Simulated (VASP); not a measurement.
Runs of VASP 6.6.1 on PbS (zincblende type). The structure is that of space group F-43m (No. 216), or close to it. The cells are those of the table. 

| task | cell | cutoff (eV) | gap on the mesh (eV) | pressure (GPa) |
| --- | --- | --- | --- | --- |
| single point | a = 4.103 Å, angles 60.0°, 2 atoms | 520 | none | 25.6 |
| single point | a = 3.945 Å, angles 60.0°, 2 atoms | 520 | none | 43.1 |
| single point | a = 3.751 Å, angles 60.0°, 2 atoms | 520 | none | (a) |
| relaxation of cell and atoms | relaxed from a = 4.394 Å, angles 60.0°, 2 atoms | 600 | 0.45 | 0.0 |
| single point | a = 4.578 Å, angles 60.0°, 2 atoms | 520 | (b) | 0.0 |

Alike in all rows: level LDA; potentials or basis VASP PAW LDA potentials, release 64 (Pb_d, S); no spin polarisation; k mesh 12 × 12 × 12; smearing fermi-dirac 0.1 eV.

**Question.** Fill in the values left out.

**Answer.** (a) 76.9; (b) 0.44.

Caveats: spin-orbit coupling is left out, which moves the levels of the heavy elements; the cell stands under pressure (at least some runs); semilocal functionals underestimate gaps, so a narrow gap can read as zero (at least some runs).

A k mesh can miss the band edges, and the runs leave out spin-orbit coupling on Pb.

A gap of «none» marks levels without a gap at the run's occupations.
